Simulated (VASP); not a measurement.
Crystal: NaH.

```
Na H
1.0
     0.00000    2.42149    2.42149
     2.42149    0.00000    2.42149
     2.42149    2.42149    0.00000
Na H
1 1
Direct
  0.00000 0.00000 0.00000
  0.50000 0.50000 0.50000
```

This cell differs from its parent crystal: strain +1.0%.

Base run:

* Program: VASP 6.6.1
* Functional: r2SCAN
* Potentials or basis: VASP PAW PBE potentials, release 64 (Na_pv, H)
* Cutoff: 520 eV
* k mesh: 10 × 10 × 10
* Occupations: gaussian, width 0.01 eV
* Spin: no spin polarisation

Its results: band gap on the k mesh 4.37 eV (least direct gap 5.19 eV); pressure -0.8 GPa.

Task: The run is repeated on the same cell with these changes: functional from r2SCAN to PBE; occupations from gaussian, width 0.01 eV to fermi-dirac, width 0.02 eV. What comes out?

Result: Band gap on the k mesh 3.77 eV (least direct gap 4.60 eV); pressure -0.2 GPa.

Caveats: the PAW data sets were made with another functional, which shifts forces and pressure a little (at least some runs).

A k mesh can miss the band edges.
